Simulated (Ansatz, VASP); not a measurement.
# Co in VASP and in Ansatz

```xyz
4
Lattice="2.4372 0.0000 0.0000 -1.2186 2.1107 0.0000 0.0000 0.0000 7.9789" Properties=species:S:1:pos:R:3 pbc="T T T"
Co    1.2186    0.7036    5.9842
Co    0.0000    0.0000    3.9895
Co    0.0000    1.4071    1.9947
Co    0.0000    0.0000    0.0000
```

Alike in both runs: task single point; functional RPBE; k mesh 12 × 12 × 4; occupations fermi-dirac, width 0.05 eV; collinear spin.

|  | VASP | Ansatz |
| --- | --- | --- |
| version | VASP 6.6.1 | Ansatz 0.2.0 |
| potentials or method | VASP PAW PBE potentials, release 64 (Co_sv) | Ansatz PAW |
| plane-wave cutoff (eV) | 690 | 420 |
| valence electrons in the cell | 68 | 68 |

|  | VASP | Ansatz | Ansatz less VASP |
| --- | --- | --- | --- |
| gap on the k mesh at the Fermi level (eV) | none | none | - |
| pressure (GPa) | 19.7 | 21.3 | +1.55 |
| traceless stress, the component that is largest in VASP (GPa) | -2.84 | -2.84 | +0.004 |
| net moment per atom (μB) | 1.62 | 1.62 | 0.000 |
| size of the moment on the site where the two differ most (μB) | 1.68 | 1.68 | +0.005 |

VASP's potentials were made for PBE, not for RPBE. Site moments also hang on the region over which each program counts them. A gap of «none» marks a metal or a gap that the smearing closes. With one functional, cell and mesh, what is left measures potentials, basis and numerics.
